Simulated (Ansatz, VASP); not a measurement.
**V in VASP and in Ansatz**

```
V
1.0
     2.65785    0.00000    0.00000
    -1.32893    2.30177    0.00000
     0.00000    0.00000    9.29270
V
4
Direct
  0.00000 0.00000 0.00000
  0.00000 0.00000 0.50000
  0.33333 0.66667 0.25000
  0.66667 0.33333 0.75000
```

Alike in both runs: functional RPBE; k mesh 13 × 13 × 4; occupations fermi-dirac, width 0.1 eV; no spin polarisation.

Ansatz relaxed the structure, and its values are those at the end. VASP's run is a single point on that final structure, the one shown.

|  | VASP | Ansatz |
| --- | --- | --- |
| version | VASP 6.6.1 | Ansatz 0.2.0 |
| potentials or method | VASP PAW PBE potentials, release 64 (V_sv), cutoff 520 eV | plane waves (420 eV) with PAW, scalar-relativistic |
| valence electrons in the cell | 52 | 52 |

|  | VASP | Ansatz | Ansatz less VASP |
| --- | --- | --- | --- |
| pressure (GPa) | 0.3 | 0.0 | -0.27 |

VASP's potentials were made for PBE, not for RPBE.
